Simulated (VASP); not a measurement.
## BiTe: single point with r2SCAN

Crystal: BiTe.

```xyz
2
Lattice="0.0000 2.9939 2.9939 2.9939 0.0000 2.9939 2.9939 2.9939 0.0000" Properties=species:S:1:pos:R:3 pbc="T T T"
Bi    0.0000    0.0000    0.0000
Te    2.9939    2.9939    2.9939
```

```
Program             : VASP 6.6.1
Task                : single point
Functional          : r2SCAN
Potentials or basis : VASP PAW PBE potentials, release 64 (Bi_d, Te)
Cutoff              : 520 eV
k mesh              : 7 × 7 × 7
Occupations         : fermi-dirac, width 0.05 eV
Spin                : no spin polarisation
```

* Pressure: 20.0 GPa

Levels at points of the mesh, in eV from the Fermi level:
```tsv
k point	band 8	band 9	band 10	band 11	band 12	band 13
(0.00, 0.00, 0.00)	-3.67	-3.67	-3.67	2.59	2.59	2.59
```

Run time: 37 s on 1 thread of Intel(R) Xeon(R) Platinum 8488C (Sapphire Rapids), on a shared host, peak memory 0.19 GiB.

Caveat: the PAW data sets were made with another functional, which shifts forces and pressure a little; spin-orbit coupling is left out, which moves the levels of the heavy elements.
